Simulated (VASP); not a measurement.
A run of VASP 6.6.1 is set up as follows.

File INCAR:

```
SYSTEM = AlN
PREC     = Accurate       ! precision mode
ENCUT    = 520            ! plane-wave cutoff, eV
EDIFF    = 1E-6           ! SCF threshold, eV
ISMEAR   = 0              ! smearing method
SIGMA    = 0.05           ! smearing width, eV
LREAL    = .FALSE.        ! projectors in reciprocal space
LASPH    = .TRUE.         ! aspherical terms in the spheres
NELM     = 80             ! most SCF steps
ALGO     = Normal         ! electronic algorithm
ISIF     = 2              ! what is computed and relaxed
LWAVE    = .FALSE.        ! write WAVECAR
LCHARG   = .TRUE.         ! write CHGCAR
GGA      = PE             ! functional
LELF     = .TRUE.         ! ELF
LVHAR    = .TRUE.       
NBANDS   = 16             ! bands
```

Contents of KPOINTS:

```
regular mesh
0
G
  12 12 6
  0 0 0
```

File POSCAR:

```
AlN
1.0
    2.9488460224      0.0000000000      0.0000000000
   -1.4744230112      2.5537755672      0.0000000000
    0.0000000000      0.0000000000      4.7183430894
Al N
2 2
Direct
    0.3333333333      0.6666666667      0.0000000000
    0.6666666667      0.3333333333      0.5000000000
    0.3333333333      0.6666666667      0.3800000000
    0.6666666667      0.3333333333      0.8800000000
```

Potentials or basis: VASP PAW PBE potentials, release 64 (Al, N).

Run with:

```sh
$ cat potpaw_PBE.64/Al/POTCAR potpaw_PBE.64/N/POTCAR > POTCAR
$ mpirun -np 1 vasp_std > vasp.out
```

Question: Estimate the band gap on the k mesh.

Answer: 5.12 eV (least direct gap 5.73 eV).

Question: What does it give for the pressure?

Answer: 49.7 GPa.

Question: What does it give for the largest force?

Answer: 0.278 eV/Å.

Stress tensor (GPa, compression positive):
```
49.60  0.00  0.00
 0.00 49.60  0.00
 0.00  0.00 49.79
```

Caveat: the cell stands under pressure. A k mesh can miss the band edges.
